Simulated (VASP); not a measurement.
Runs of VASP 6.6.1 on MgS. The structure is that of space group P6_3mc (No. 186), or close to it. The cells are those of the table. 

```tsv
level	spin	cell	k mesh	cutoff (eV)	smearing	gap on the mesh (eV)	pressure (GPa)	moment (μB)	largest force (eV/Å)
BLYP+D4	off	a = 4.035, b = 4.035, c = 6.432 Å, angles 90.0, 90.0, 120.0°, 4 atoms	6 × 6 × 2	600	gaussian 0.1 eV	3.56	-1.2	-	0.06
BLYP	off	a = 4.035, b = 4.035, c = 6.432 Å, angles 90.0, 90.0, 120.0°, 4 atoms	6 × 6 × 2	600	gaussian 0.1 eV	3.56	2.4	-	0.06
revPBE	off	a = 4.035, b = 4.035, c = 6.432 Å, angles 90.0, 90.0, 120.0°, 4 atoms	6 × 6 × 2	600	gaussian 0.1 eV	(b)	2.2	-	0.05
PBE	collinear, zero start	a = 4.035, b = 4.035, c = 6.432 Å, angles 90.0, 90.0, 120.0°, 4 atoms	6 × 1 × 3	600	gaussian 0.1 eV	(a)	4.6	0.00	0.24
PBE	non-collinear, zero start, SOC	a = 4.035, b = 4.035, c = 6.432 Å, angles 90.0, 90.0, 120.0°, 4 atoms	3 × 3 × 1, shifted	520	gaussian 0.1 eV	-	(c)	0.00	0.05
BLYP+D3(BJ)	off	a = 4.018, b = 4.018, c = 6.406 Å, angles 90.0, 90.0, 120.0°, 4 atoms	6 × 6 × 2	600	gaussian 0.1 eV	3.63	-1.7	-	0.06
PBE	off	a = 4.035, b = 4.035, c = 6.432 Å, angles 90.0, 90.0, 120.0°, 4 atoms	6 × 6 × 2	600	tetrahedron	3.43	0.9	-	0.05
PBE	off	a = 4.035, b = 4.035, c = 6.432 Å, angles 90.0, 90.0, 120.0°, 4 atoms	6 × 6 × 2	520	gaussian 0.1 eV	3.43	0.9	-	0.05
PBE	off	a = 4.035, b = 4.035, c = 6.432 Å, angles 90.0, 90.0, 120.0°, 4 atoms	6 × 6 × 2	600	gaussian 0.1 eV	3.43	0.9	-	0.05
PBEsol	off	a = 4.035, b = 4.035, c = 6.432 Å, angles 90.0, 90.0, 120.0°, 4 atoms	6 × 6 × 2	600	gaussian 0.1 eV	3.27	-0.4	-	0.05
```

Alike in all rows: task single point; potentials or basis VASP PAW PBE potentials, release 64 (Mg, S).

Question: Estimate the missing entries.

Answer: (a) 3.35; (b) 3.60; (c) 1.1.

Caveats: all runs use coarse meshes; the PAW data sets were made with another functional, which shifts forces and pressure a little (at least some runs); three body term missing (at least some runs).

